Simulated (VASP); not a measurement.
Write the native input for VASP 6.6.1 that does the following.

| Item | Value |
| --- | --- |
| Task | relaxation of shape and atoms at fixed volume |
| Functional | PBEsol |
| Potentials or basis | VASP PAW PBE potentials, release 64 (Bi_d, Te) |
| Cutoff | 600 eV |
| k mesh | 8 × 8 × 4 |
| Occupations | gaussian, width 0.05 eV |
| Spin | no spin polarisation |
| Dipole correction | no |
| Further INCAR settings | ALGO = Normal; EDIFF = 1e-06; IBRION = 2; EDIFFG = -0.01; NSW = 60; ISIF = 4 |

The structure of BiTe lies in POSCAR:

```
BiTe
1.0
    5.3755787511      0.0000000000      0.0000000000
   -2.6877893756      4.6553877585      0.0000000000
    0.0000000000      0.0000000000      6.3002484793
Bi Te
2 2
Direct
    0.6666666667      0.3333333333      0.0626000000
    0.3333333333      0.6666666667      0.5626000000
    0.6666666667      0.3333333333      0.5626000000
    0.3333333333      0.6666666667      0.0626000000
```

These files were run (other wordings do the same):

INCAR

```
PREC     = Accurate       # precision mode
ENCUT    = 600            # plane-wave cutoff, eV
EDIFF    = 1E-6           # SCF threshold, eV
ISMEAR   = 0              # smearing method
SIGMA    = 0.05           # smearing width, eV
LREAL    = F              # projectors in reciprocal space
LASPH    = T              # aspherical terms in the spheres
NELM     = 80             # most SCF steps
ALGO     = Normal         # electronic algorithm
ISIF     = 4              # what is computed and relaxed
LWAVE    = F              # write WAVECAR
LCHARG   = F              # write CHGCAR
GGA      = PS             # functional
IBRION   = 2              # ionic algorithm
NSW      = 60             # ionic steps
EDIFFG   = -0.01          # ionic threshold
```

KPOINTS

```
regular mesh
0
Gamma
  8 8 4
```

Potentials or basis: VASP PAW PBE potentials, release 64 (Bi_d, Te).

Run with:

```bash
$ cat potpaw_PBE.64/Bi_d/POTCAR potpaw_PBE.64/Te/POTCAR > POTCAR
$ mpirun -np 1 vasp_std > vasp.out
```

Results of the run:

* Energy gained by relaxing: 0.1 meV/atom
* Ionic steps: 3
* Pressure after relaxing: 0.8 GPa
* Band gap on the k mesh: zero (bands 21 and 22 overlap by 1.22 eV)

Caveat: the PAW data sets were made with another functional, which shifts forces and pressure a little; spin-orbit coupling is left out, which moves the levels of the heavy elements.

Run time: 2.4 min on 1 thread of Intel(R) Xeon(R) 6975P-C (Granite Rapids), on a shared host, peak memory 0.41 GiB.
